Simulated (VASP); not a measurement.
A run of VASP 6.6.1 is set up as follows.

The input INCAR:

```
PREC     = Accurate       # precision mode
ENCUT    = 520            # plane-wave cutoff, eV
EDIFF    = 1E-6           # SCF threshold, eV
ISMEAR   = -1             # smearing method
SIGMA    = 0.08           # smearing width, eV
LREAL    = False          # projectors in reciprocal space
LASPH    = True           # aspherical terms in the spheres
NELM     = 80             # most SCF steps
ALGO     = Normal         # electronic algorithm
ISIF     = 2              # what is computed and relaxed
LWAVE    = False          # write WAVECAR
LCHARG   = False          # write CHGCAR
GGA      = PE             # functional
NBANDS   = 12             # bands
```

File KPOINTS:

```
Automatic mesh
0
Gamma
  18 18 18
```

File POSCAR:

```
Ag
1.0
    0.0000000000      2.0742206004      2.0742206004
    2.0742206004      0.0000000000      2.0742206004
    2.0742206004      2.0742206004      0.0000000000
Ag
1
Direct
    0.0000000000      0.0000000000      0.0000000000
```

Potentials or basis: VASP PAW PBE potentials, release 64 (Ag).

Command:

```console
$ cat potpaw_PBE.64/Ag/POTCAR > POTCAR
$ mpirun -np 1 vasp_std > vasp.out
```

Problem. What does it give for the pressure?

Solution. -0.2 GPa.
